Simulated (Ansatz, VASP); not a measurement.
# Se: VASP beside Ansatz

INCAR

```
PREC     = Accurate       # precision mode
ENCUT    = 520            # plane-wave cutoff, eV
EDIFF    = 1E-8           # SCF threshold, eV
ISMEAR   = -1             # smearing method
SIGMA    = 0.03           # smearing width, eV
LREAL    = F              # projectors in reciprocal space
LASPH    = T              # aspherical terms in the spheres
NELM     = 60             # most SCF steps
ALGO     = Normal         # electronic algorithm
ISIF     = 2              # what is computed and relaxed
LWAVE    = F              # write WAVECAR
LCHARG   = F              # write CHGCAR
GGA      = CA             # functional
LEFG     = T            
NBANDS   = 16             # bands
```

KPOINTS

```
Automatic mesh
0
Gamma
  6 6 5
```

File POSCAR:

```
Se
1.0
    4.3515971644      0.0000000000      0.0000000000
   -2.1757985822      3.7685936915      0.0000000000
    0.0000000000      0.0000000000      4.9370326522
Se
3
Direct
    0.2254000000      0.0000000000      0.3333333333
    0.0000000000      0.2254000000      0.6666666667
    0.7746000000      0.7746000000      0.0000000000
```

Input for Ansatz:

```yaml
crystal:
  lattice:
    - [4.3515971644, 0.0, 0.0]
    - [-2.1757985822, 3.7685936915, 0.0]
    - [0.0, 0.0, 4.9370326522]
  atoms:
    - { symbol: Se, position: [0.2254, 0.0, 0.3333333333] }
    - { symbol: Se, position: [0.0, 0.2254, 0.6666666667] }
    - { symbol: Se, position: [0.7746, 0.7746, 0.0] }
kpoints:
  mp_grid: { grid: [6, 6, 5] }
scf:
  occupations: { method: fermi_dirac, width: 0.03 }
hamiltonian:
  xc: lda
  pseudopotentials: { kind: all_electron, datasets: crystal }
output:
  forces: true
  stress: true
  eigenvalues: true
  efg: { contact_densities: true }
```

Change from the starting cell: volume scaled by 0.99, crystal datasets.

Alike in both runs: task electric field gradients; functional LDA; k mesh 6 × 6 × 5; occupations fermi-dirac, width 0.03 eV; no spin polarisation.

|  | VASP | Ansatz |
| --- | --- | --- |
| version | VASP 6.6.1 | Ansatz 0.2.0 |
| potentials or method | VASP PAW LDA potentials, release 64 (Se), cutoff 520 eV | all-electron PAW with datasets made for the crystal, scalar-relativistic |

|  | VASP | Ansatz | Ansatz less VASP |
| --- | --- | --- | --- |
| gap on the k mesh at the Fermi level (eV) | 1.18 | 1.19 | +0.011 |
| pressure (GPa) | -0.5 | -0.7 | -0.22 |
| traceless stress, the component that is largest in VASP (GPa) | 1.18 | 1.09 | -0.086 |
| rms of the force components (eV/Å) | 0.211 | 0.181 | -0.0305 |
| size of Vzz on the site where it differs most (V/Å²) | 491.4 | 511.5 | +20.10 |

LDA's correlation is that of Perdew and Zunger in VASP and of Perdew and Wang (1992) in Ansatz. Atom by atom the forces differ by 0.031 eV/Å (rms over components). Ansatz ran all-electron here, and VASP with PAW potentials.
